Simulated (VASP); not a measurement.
A run of VASP 6.6.1:

POSCAR

```
SiC
1.0
    3.0753562392      0.0000000000      0.0000000000
   -1.5376781196      2.6633366288      0.0000000000
    0.0000000000      0.0000000000      5.0481080910
Si C
2 2
Direct
    0.3333333333      0.6666666667     -0.0004083989
    0.6666666667      0.3333333333      0.4995916011
    0.3333333333      0.6666666667      0.3754083989
    0.6666666667      0.3333333333      0.8754083989
```

Contents of INCAR.step1:

```
SYSTEM = SiC
PREC = Accurate
ENCUT = 500
EDIFF = 1E-8
ISMEAR = 0
SIGMA = 0.01
LREAL = .False.
LASPH = .True.
NELM = 100
ALGO = Normal
LWAVE = .True.
LCHARG = .False.
GGA = PE
```

Contents of INCAR.step2:

```
SYSTEM = SiC
PREC = Accurate
ENCUT = 500
EDIFF = 1E-8
ISMEAR = 0
SIGMA = 0.01
LREAL = .False.
LASPH = .True.
NELM = 1
ALGO = Exact
LWAVE = .True.
LCHARG = .False.
GGA = PE
NBANDS = 180
LOPTICS = .True.
ISTART = 1
```

The input INCAR.step3:

```
SYSTEM = SiC
PREC = Accurate
ENCUT = 500
EDIFF = 1E-8
ISMEAR = 0
SIGMA = 0.01
LREAL = .False.
LASPH = .True.
ALGO = EVGW0
LWAVE = .False.
LCHARG = .False.
GGA = PE
NELMGW = 1
NBANDS = 180
ENCUTGW = 150.0
NOMEGA = 96
PRECFOCK = Fast
ISTART = 1
NBANDSGW = 16
OMEGAMAX = 20
```

The input KPOINTS:

```
regular mesh
0
Gamma
  6 6 4
  0 0 0
```

Potentials or basis: VASP PAW PBE potentials, release 64 (Si_GW, C_GW).

The run is started by

```sh
$ cat potpaw_PBE.64/Si_GW/POTCAR potpaw_PBE.64/C_GW/POTCAR > POTCAR
$ cp INCAR.step1 INCAR
$ mpirun -np 1 vasp_std > vasp.out
$ cp INCAR.step2 INCAR
$ mpirun -np 1 vasp_std > vasp.out
$ cp INCAR.step3 INCAR
$ mpirun -np 1 vasp_std > vasp.out
```

Hardware: 1 thread of AMD EPYC 9R45 96-Core Processor (Zen 5) (shared host).

Problem. How long does it take, and how much memory?

Solution. Wall time 17 min on 1 thread of AMD EPYC 9R45 96-Core Processor (Zen 5), with other jobs on the host, peak memory 0.82 GiB. Counts: k points 21.
